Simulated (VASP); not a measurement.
# TlWF6 (Fm-3m) in VASP: a series of runs

The runs below take TlWF6 through single point, with PBE.

Program: VASP 6.6.1. These are calculated values, not measurements. Logs are shortened: lines on timing, memory, paths and dates and some standing lists are left out, and cuts for length are marked.

## Step 1: The cell of the first run

The structure is cubic, space group Fm-3m (No. 225). The conventional cell has a = 9.543 Å, b = 9.543 Å, c = 9.543 Å, α = 90.00°, β = 90.00°, γ = 90.00°. Tl (site symmetry m-3m) has 6 F at 2.86 Å within 3.8 Å. W (site symmetry m-3m) has 6 F at 1.91 Å within 2.5 Å. Within 2.5 Å of F (site symmetry 4mm) lie 1 W at 1.91 Å.

## Step 2: Single point, PBE, collinear spin

Input file INCAR:

```
SYSTEM = TlWF6
PREC     = Accurate       ! precision mode
ENCUT    = 520            ! plane-wave cutoff, eV
EDIFF    = 1E-7           ! SCF threshold, eV
ISMEAR   = 0              ! smearing method
SIGMA    = 0.1            ! smearing width, eV
LREAL    = .False.        ! projectors in reciprocal space
LASPH    = .True.         ! aspherical terms in the spheres
NELM     = 150            ! most SCF steps
ALGO     = Normal         ! electronic algorithm
ISIF     = 2              ! what is computed and relaxed
LWAVE    = .False.        ! write WAVECAR
LCHARG   = .True.         ! write CHGCAR
ISPIN    = 2              ! spin polarisation
MAGMOM   = 0 0.49 0 0 0 0 0 0 ! initial moments
LORBIT   = 11             ! projections on sites
LMAXMIX  = 4              ! l up to which the mixer works
GGA      = PE             ! functional
LELF     = .True.         ! ELF
LVHAR    = .True.       
NBANDS   = 48             ! bands
```

Input file KPOINTS:

```
regular mesh
0
Gamma
  4 4 4
  0 0 0
```

Input file POSCAR:

```
TlWF6
1.0
    0.0000000000      4.7716387000      4.7716387000
    4.7716387000      0.0000000000      4.7716387000
    4.7716387000      4.7716387000      0.0000000000
Tl W F
1 1 6
Direct
    0.5000000000      0.5000000000      0.5000000000
    0.0000000000      0.0000000000      0.0000000000
    0.7994560000      0.2005440000      0.2005440000
    0.2005440000      0.7994560000      0.7994560000
    0.2005440000      0.7994560000      0.2005440000
    0.7994560000      0.2005440000      0.7994560000
    0.2005440000      0.2005440000      0.7994560000
    0.7994560000      0.7994560000      0.2005440000
```

Potentials or basis: VASP PAW PBE potentials, release 64 (Tl_d, W_sv, F).

On the command line:

```sh
cat potpaw_PBE.64/Tl_d/POTCAR potpaw_PBE.64/W_sv/POTCAR potpaw_PBE.64/F/POTCAR > POTCAR
mpirun -np 1 vasp_std > vasp.out
```

OUTCAR:

```text
SYSTEM = TlWF6
   PREC = Accurate
   ENCUT = 520
   EDIFF = 1E-7
   ISMEAR = 0
   LREAL = .False.
   LASPH = .True.
   NELM = 150
   ISIF = 2
   ISPIN = 2
   LORBIT = 11
   GGA = PE

 ion  position               nearest neighbor table
   1  0.500  0.500  0.500-   3 2.86   4 2.86   5 2.86   6 2.86   7 2.86   8 2.86
   2  0.000  0.000  0.000-   3 1.91   4 1.91   5 1.91   6 1.91   7 1.91   8 1.91
   3  0.799  0.201  0.201-   2 1.91   1 2.86
   4  0.201  0.799  0.799-   2 1.91   1 2.86
   5  0.201  0.799  0.201-   2 1.91   1 2.86
   6  0.799  0.201  0.799-   2 1.91   1 2.86
   7  0.201  0.201  0.799-   2 1.91   1 2.86
   8  0.799  0.799  0.201-   2 1.91   1 2.86

  LATTYP: Found a face centered cubic cell.
 ALAT       =     9.5432774000

  Lattice vectors:

 A1 = (   0.0000000000,   4.7716387000,   4.7716387000)
 A2 = (   4.7716387000,   0.0000000000,   4.7716387000)
 A3 = (   4.7716387000,   4.7716387000,   0.0000000000)

Analysis of symmetry for initial positions (statically):
=====================================================================
 Subroutine PRICEL returns:
 Original cell was already a primitive cell.

 Routine SETGRP: Setting up the symmetry group for a
 face centered cubic supercell.

 Subroutine GETGRP returns: Found 48 space group operations
 (whereof 48 operations were pure point group operations)
 out of a pool of 48 trial point group operations.

The static configuration has the point symmetry O_h .

Analysis of symmetry for dynamics (positions and initial velocities):
=====================================================================
 Subroutine PRICEL returns:
 Original cell was already a primitive cell.

 Routine SETGRP: Setting up the symmetry group for a
 face centered cubic supercell.

 Subroutine GETGRP returns: Found 48 space group operations
 (whereof 48 operations were pure point group operations)
 out of a pool of 48 trial point group operations.

The dynamic configuration has the point symmetry O_h .

Analysis of structural, dynamic, and magnetic symmetry:
=====================================================================
 Subroutine PRICEL returns:
 Original cell was already a primitive cell.

 Routine SETGRP: Setting up the symmetry group for a
 face centered cubic supercell.

 Subroutine GETGRP returns: Found 48 space group operations
 (whereof 48 operations were pure point group operations)
 out of a pool of 48 trial point group operations.

The overall configuration has the point symmetry O_h .

 Subroutine INISYM returns: Found 48 space group operations
 (whereof 48 operations are pure point group operations),
 and found     1 'primitive' translations

----------------------------------------------------------------------------------------

                                     Primitive cell

  volume of cell :     217.2865

  direct lattice vectors                    reciprocal lattice vectors
     0.000000000  4.771638700  4.771638700    -0.104785805  0.104785805  0.104785805
     4.771638700  0.000000000  4.771638700     0.104785805 -0.104785805  0.104785805
     4.771638700  4.771638700  0.000000000     0.104785805  0.104785805 -0.104785805

  length of vectors
     6.748116164  6.748116164  6.748116164     0.181494337  0.181494337  0.181494337

  position of ions in fractional coordinates (direct lattice)
     0.500000000  0.500000000  0.500000000
     0.000000000  0.000000000  0.000000000
     0.799456000  0.200544000  0.200544000
     0.200544000  0.799456000  0.799456000
     0.200544000  0.799456000  0.200544000
     0.799456000  0.200544000  0.799456000
     0.200544000  0.200544000  0.799456000
     0.799456000  0.799456000  0.200544000

  ion indices of the primitive-cell ions
   primitive index   ion index
                 1           1
                 2           2
                 3           3
                 4           4
                 5           5
                 6           6
[... 38 lines left out ...]
 -0.250000  0.500000  0.250000      6.000000
   k-points           NKPTS =      8   k-points in BZ     NKDIM =      8   number of bands    NBANDS=     48
   number of dos      NEDOS =    301   number of ions     NIONS =      8
   total plane-waves  NPLWV = 125000
   dimension x,y,z NGX =    50 NGY =   50 NGZ =   50
   dimension x,y,z NGXF=   100 NGYF=  100 NGZF=  100
   ions per type =               1   1   6
   NGX,Y,Z   is equivalent  to a cutoff of  12.32, 12.32, 12.32 a.u.
   NGXF,Y,Z  is equivalent  to a cutoff of  24.64, 24.64, 24.64 a.u.
 SYSTEM =  TlWF6
   PREC   = accura    normal or accurate (medium, high low for compatibility)
   ISTART =      0    job   : 0-new  1-cont  2-samecut
   ICHARG =      2    charge: 1-file 2-atom 10-const
   ISPIN  =      2    spin polarized calculation?
   LNONCOLLINEAR =      F non collinear calculations
   LSORBIT =      F    spin-orbit coupling
   LASPH  =      T    aspherical Exc in radial PAW
   ENCUT  =  520.0 eV  38.22 Ry    6.18 a.u.  12.55 12.55 12.55*2*pi/ulx,y,z
   NELM   =    150;   NELMIN=  2; NELMDL= -5     # of ELM steps
   EDIFF  = 0.1E-06   stopping-criterion for ELM
   LREAL  =      F    real-space projection
   EDIFFG = 0.1E-05   stopping-criterion for IOM
   NSW    =      0    number of steps for IOM
   IBRION =     -1    ionic relax: 0-MD 1-quasi-New 2-CG
   NFREE  =      0    steps in history (QN), initial steepest desc. (CG)
   ISIF   =      2    stress and relaxation
   ISYM   =      2    0-nonsym 1-usesym 2-fastsym
   POTIM  = 0.5000    time-step for ionic-motion
   TEBEG  =    0.0;   TEEND  =   0.0 temperature during run
   PSTRESS=    0.0 pullay stress
   NELECT =      69.0000    total number of electrons
   NUPDOWN=      -1.0000    fix difference up-down
   EMIN   =  10.00;   EMAX   =-10.00  energy-range for DOS
   EFERMI =   0.00;   METHOD = LEGACY
   ISMEAR =     0;   SIGMA  =   0.10  broadening in eV -4-tet -1-fermi 0-gaus
   EFERMI_NEDOS =   21; number of points for ismear=-14 and -15
   IALGO  =     38    algorithm
   IMIX   =      4    mixing-type and parameters
     AMIX     =   0.40;   BMIX     =  1.00
     AMIX_MAG =   1.60;   BMIX_MAG =  1.00
  volume/ion in A,a.u.               =      27.16       183.29
  Fermi-wavevector in a.u.,A,eV,Ry     =   1.116898  2.110632 16.972749  1.247462
  Thomas-Fermi vector in A             =   2.253516
   LORBIT       =     11    0 simple, 1 ext, 2 COOP (PROOUT), +10 PAW based schemes
   GGA     = PE    functional components
   LHFCALC =     F    Hartree Fock is set to
   AEXX    =    0.0000 exact exchange contribution
   IVDW    =     0    specifies the selected vdW correction
   LEPSILON=     F    determine dielectric tensor
   LRPA    =     F    only Hartree local field effects (RPA)
 spin polarized calculation
 Gauss-broadening in eV      SIGMA  =   0.10
  energy-cutoff  :      520.00
  volume of cell :      217.29
 maximum number of plane-waves:      5900
   NGX = 25   NGY = 25   NGZ = 25

 number of electron      69.0000006 magnetization       0.9999633

 Free energy of the ion-electron system (eV)
  ---------------------------------------------------
  ext. energy  EPLUGINS =         0.00000000
  ---------------------------------------------------
  free energy    TOTEN  =       -45.53752855 eV

  energy without entropy =      -45.46339721  energy(sigma->0) =      -45.50046288

 E-fermi :   0.0596     XC(G=0):  -6.4433

 val. band max:        0.0476597865   @ k =   0.5000   0.0000   0.0000
 cond. band min:       0.0604535503   @ k =   0.2500   0.0000   0.0000
 fundamental gap:      0.0127937639
 Fermi energy:         0.0595900784

 spin component 1

 k-point     1 :       0.0000    0.0000    0.0000
  band No.  band energies     occupation
      1     -77.4805      1.00000
      2     -41.7994      1.00000
      3     -41.7994      1.00000
      4     -41.7994      1.00000
      5     -25.1941      1.00000
      6     -24.9690      1.00000
[... 381 lines left out ...]
     45       6.3029      0.00000
     46       6.7577      0.00000
 Fermi energy:         0.0595900784

 spin component 2

 k-point     1 :       0.0000    0.0000    0.0000
  band No.  band energies     occupation
      1     -77.0428      1.00000
      2     -41.2290      1.00000
      3     -41.2290      1.00000
      4     -41.2290      1.00000
      5     -25.1501      1.00000
      6     -24.9277      1.00000
[... 381 lines left out ...]
     45       6.4342      0.00000
     46       6.7778      0.00000
 [bands above 46 left out]

------------------------ aborting loop because EDIFF is reached ----------------------------------------

  FORCE on cell =-STRESS in cart. coord.  units (eV):
  Direction    XX          YY          ZZ          XY          YZ          ZX
  --------------------------------------------------------------------------------------
  -------------------------------------------------------------------------------------
  Total        0.8585426      0.8585426      0.8585426      0.0000000      0.0000000      0.0000000
  in kB        6.3305258      6.3305258      6.3305258      0.0000000      0.0000000      0.0000000
  external PRESSURE =       6.3305258 kB  Pullay stress =       0.0000000 kB

 VOLUME and BASIS-vectors are now :
 -----------------------------------------------------------------------------
  energy-cutoff  :      520.00
  volume of cell :      217.29
      direct lattice vectors                 reciprocal lattice vectors
     0.000000000  4.771638700  4.771638700    -0.104785805  0.104785805  0.104785805
     4.771638700  0.000000000  4.771638700     0.104785805 -0.104785805  0.104785805
     4.771638700  4.771638700  0.000000000     0.104785805  0.104785805 -0.104785805

 POSITION                                       TOTAL-FORCE (eV/Angst)
 -----------------------------------------------------------------------------------
      4.77164      4.77164      4.77164        -0.000000      0.000000     -0.000000
      0.00000      0.00000      0.00000        -0.000000      0.000000     -0.000000
      1.91385      4.77164      4.77164         0.288939      0.000000      0.000000
      7.62943      4.77164      4.77164        -0.288939      0.000000      0.000000
      4.77164      1.91385      4.77164        -0.000000      0.288939      0.000000
      4.77164      7.62943      4.77164        -0.000000     -0.288939      0.000000
      4.77164      4.77164      1.91385        -0.000000      0.000000      0.288939
      4.77164      4.77164      7.62943        -0.000000      0.000000     -0.288939
 -----------------------------------------------------------------------------------
    total drift:                                0.000000      0.000000      0.000000

  FREE ENERGIE OF THE ION-ELECTRON SYSTEM (eV)
  ---------------------------------------------------
  free  energy   TOTEN  =       -45.5375285532 eV

  energy  without entropy=      -45.4633972093  energy(sigma->0) =      -45.50046288

 total charge

# of ion       s       p       d       tot
------------------------------------------
    1        1.339   0.042   9.678  11.060
    2        2.335   6.440   2.976  11.751
    3        1.744   4.340   0.000   6.084
    4        1.744   4.340   0.000   6.084
    5        1.744   4.340   0.000   6.084
    6        1.744   4.340   0.000   6.084
    7        1.744   4.340   0.000   6.084
    8        1.744   4.340   0.000   6.084
--------------------------------------------------
tot         14.135  32.523  12.654  59.312

 magnetization (x)

# of ion       s       p       d       tot
------------------------------------------
    1       -0.001   0.001   0.000   0.001
    2        0.009   0.007   0.782   0.797
    3        0.000   0.018   0.000   0.018
    4        0.000   0.018   0.000   0.018
    5        0.000   0.018   0.000   0.018
    6        0.000   0.018   0.000   0.018
    7        0.000   0.018   0.000   0.018
    8        0.000   0.018   0.000   0.018
--------------------------------------------------
tot          0.009   0.115   0.782   0.905
```

It took 4.7 min on 1 thread of Intel Xeon Platinum 8259CL at 2.50GHz (Skylake/Cascade Lake), shared host; peak memory 0.5 GiB.

Results:

```yaml
Free_energy: -45.5375 eV
Pressure: 0.6 GPa
Largest_force: 0.289 eV/Å
Band_gap_on_the_k_mesh: zero (filled and empty bands overlap)
Net_moment: 1.00 μB per cell
Site_moments: Tl +0.00; W +0.80; F +0.02 μB
Valence_electrons_inside_the_program's_atomic_spheres: Tl 11.06; W 11.75; F 6.08
```

Forces on the atoms (eV/Å):
```
Tl   0.000  0.000  0.000
W    0.000  0.000  0.000
F    0.289  0.000  0.000
F   -0.289  0.000  0.000
F    0.000  0.289  0.000
F    0.000 -0.289  0.000
F    0.000  0.000  0.289
F    0.000  0.000 -0.289
```

Caveat: spin-orbit coupling is left out, which moves the levels of the heavy elements.

## Step 3: Single point, PBE, collinear spin

Input file INCAR:

```
ALGO = Normal
EDIFF = 1E-6
ENCUT = 520
GGA = PE
ISIF = 2
ISMEAR = 0
ISPIN = 2
LASPH = T
LCHARG = F
LMAXMIX = 4
LORBIT = 11
LREAL = F
LWAVE = F
MAGMOM = 0 0.49 0 0 0 0 0 0
NBANDS = 48
NELM = 150
PREC = Accurate
SIGMA = 0.2
```

Input file KPOINTS:

```
k-points
0
Gamma
  4 4 4
```

POSCAR is that of step 2.

Potentials or basis: VASP PAW PBE potentials, release 64 (Tl_d, W_sv, F).

On the command line:

```sh
cat potpaw_PBE.64/Tl_d/POTCAR potpaw_PBE.64/W_sv/POTCAR potpaw_PBE.64/F/POTCAR > POTCAR
mpirun -np 1 vasp_std > vasp.out
```

It took 4.7 min on 1 thread of Intel Xeon Platinum 8259CL at 2.50GHz (Skylake/Cascade Lake), shared host; peak memory 0.5 GiB.

It converged, with:

| Property | Result |
| --- | --- |
| Free energy | -45.6131 eV |
| Pressure | 0.6 GPa |
| Largest force | 0.290 eV/Å |
| Band gap on the k mesh | zero (filled and empty bands overlap) |
| Net moment | 1.00 μB per cell |
| Site moments | Tl +0.00; W +0.80; F +0.02 μB |
| Valence electrons inside the program's atomic spheres | Tl 11.06; W 11.75; F 6.08 |

Forces in eV/Å, atoms in the order of the input:
```
Tl   0.000  0.000  0.000
W    0.000  0.000  0.000
F    0.290  0.000  0.000
F   -0.290  0.000  0.000
F    0.000  0.290  0.000
F    0.000 -0.290  0.000
F    0.000  0.000  0.290
F    0.000  0.000 -0.290
```

Levels at points of the mesh, in eV from the Fermi level:
Spin up:
```tsv
k point	band 30	band 31	band 32	band 33	band 34	band 35	band 36	band 37	band 38	band 39
(0.00, 0.00, 0.00)	-5.62	-5.11	-5.11	-5.11	-4.60	0.04	0.04	0.04	3.43	3.43
(0.50, 0.00, 0.00)	-5.60	-5.16	-5.16	-5.14	-4.01	0.02	0.07	0.07	2.42	2.79
(0.50, 0.50, 0.00)	-5.64	-5.17	-5.17	-5.11	-4.70	0.04	0.11	0.11	2.77	3.23
```
Spin down:
| k point | band 31 | band 32 | band 33 | band 34 | band 35 | band 36 | band 37 | band 38 |
| --- | --- | --- | --- | --- | --- | --- | --- | --- |
| (0.00, 0.00, 0.00) | -5.06 | -5.06 | -5.06 | -4.58 | 0.76 | 0.76 | 0.76 | 3.43 |
| (0.50, 0.00, 0.00) | -5.10 | -5.10 | -5.08 | -4.00 | 0.72 | 0.78 | 0.78 | 2.47 |
| (0.50, 0.50, 0.00) | -5.11 | -5.11 | -5.06 | -4.67 | 0.76 | 0.82 | 0.82 | 2.78 |

Caveat: spin-orbit coupling is left out, which moves the levels of the heavy elements.

The gap in the log of VASP goes by the Fermi energy; the results here count the filled bands.